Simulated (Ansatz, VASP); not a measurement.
Two plane-wave programs on WS2

```
W S
1.0
     2.95983    0.00000    0.00000
    -1.47991    2.56329    0.00000
     0.00000    0.00000    5.93549
W S
1 2
Direct
  0.33333 0.66667 0.00000
  0.66667 0.33333 0.73244
  0.66667 0.33333 0.26756
```

Alike in both runs: task single point; functional PBEsol; dispersion D3(BJ); k mesh 12 × 12 × 6; occupations gaussian, width 0.02 eV; no spin polarisation.

|  | VASP | Ansatz |
| --- | --- | --- |
| version | VASP 6.6.1 | Ansatz 0.2.0 |
| potentials or method | VASP PAW PBE potentials, release 64 (W_sv, S), cutoff 520 eV | scalar-relativistic, plane waves, PAW |
| valence electrons in the cell | 26 | 26 |

|  | VASP | Ansatz | Ansatz less VASP |
| --- | --- | --- | --- |
| gap on the k mesh at the Fermi level (eV) | 0.35 | 0.33 | -0.022 |
| least direct gap on the mesh (eV) | 1.35 | 1.32 | -0.032 |
| pressure (GPa) | 25.3 | 25.0 | -0.28 |
| rms of the force components (eV/Å) | 0.007 | 0.001 | -0.0067 |

VASP's potentials were made for PBE, not for PBEsol. Atom by atom the forces differ by 0.008 eV/Å (rms over components).

Neither program's run includes spin-orbit coupling.
